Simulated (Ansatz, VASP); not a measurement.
Ge: VASP beside Ansatz

INCAR

```
SYSTEM = Ge
PREC     = Accurate       ! precision mode
ENCUT    = 520            ! plane-wave cutoff, eV
EDIFF    = 1E-7           ! SCF threshold, eV
ISMEAR   = 0              ! smearing method
SIGMA    = 0.1            ! smearing width, eV
LREAL    = .False.        ! projectors in reciprocal space
LASPH    = .True.         ! aspherical terms in the spheres
NELM     = 60             ! most SCF steps
ALGO     = Normal         ! electronic algorithm
ISIF     = 2              ! what is computed and relaxed
LWAVE    = .False.        ! write WAVECAR
LCHARG   = .False.        ! write CHGCAR
LDIPOL   = .True.       
IDIPOL   = 3            
DIPOL    = 0.5 0.5 0.500
GGA      = CA             ! functional
NBANDS   = 21             ! bands
```

Contents of KPOINTS:

```
Automatic mesh
0
Gamma
  12 12 1
  0 0 0
```

Contents of POSCAR:

```
Ge
1.0
    4.0220000000      0.0000000000      0.0000000000
   -2.0110000000      3.4831541740      0.0000000000
    0.0000000000      0.0000000000     28.0000000000
Ge
2
Direct
    0.3333333333      0.6666666667      0.5178571429
    0.6666666667      0.3333333333      0.4821428571
```

Input for Ansatz:

```yaml
crystal:
  lattice:
    - [4.022, 0.0, 0.0]
    - [-2.011, 3.483154174, 0.0]
    - [0.0, 0.0, 28.0]
  atoms:
    - { symbol: Ge, position: [0.3333333333, 0.6666666667, 0.5178571429] }
    - { symbol: Ge, position: [0.6666666667, 0.3333333333, 0.4821428571] }
  periodic: [true, true, false]
basis:
  ecutwfc: 420
kpoints:
  mp_grid: { grid: [12, 12, 1] }
hamiltonian:
  xc: lda
  pseudopotentials: { kind: paw, azcp: { folder: soft_1 } }
scf:
  occupations: { method: gaussian, width: 0.1 }
output:
  forces: true
  stress: true
  eigenvalues: true
```

Alike in both runs: task single point; functional LDA; k mesh 12 × 12 × 1; occupations gaussian, width 0.1 eV; no spin polarisation.

```csv
,VASP,Ansatz
version,VASP 6.6.1,Ansatz 0.2.0
potentials or method,"VASP PAW LDA potentials, release 64 (Ge_d), cutoff 520 eV","scalar-relativistic, plane waves, PAW"
valence electrons in the cell,28,28
```

Ansatz gave:

| Item | Value |
| --- | --- |
| gap on the k mesh at the Fermi level (eV) | none |
| rms of the force components (eV/Å) | 0.891 |

**Question.** Which values does VASP return?

**Answer.** gap on the k mesh at the Fermi level (eV): none; rms of the force components (eV/Å): 0.885.

Ansatz warns that its potentials were made for another functional, while VASP's fit it. LDA's correlation is that of Perdew and Zunger in VASP and of Perdew and Wang (1992) in Ansatz. Atom by atom the forces differ by 0.006 eV/Å (rms over components). A gap of «none» marks a metal or a gap that the smearing closes.
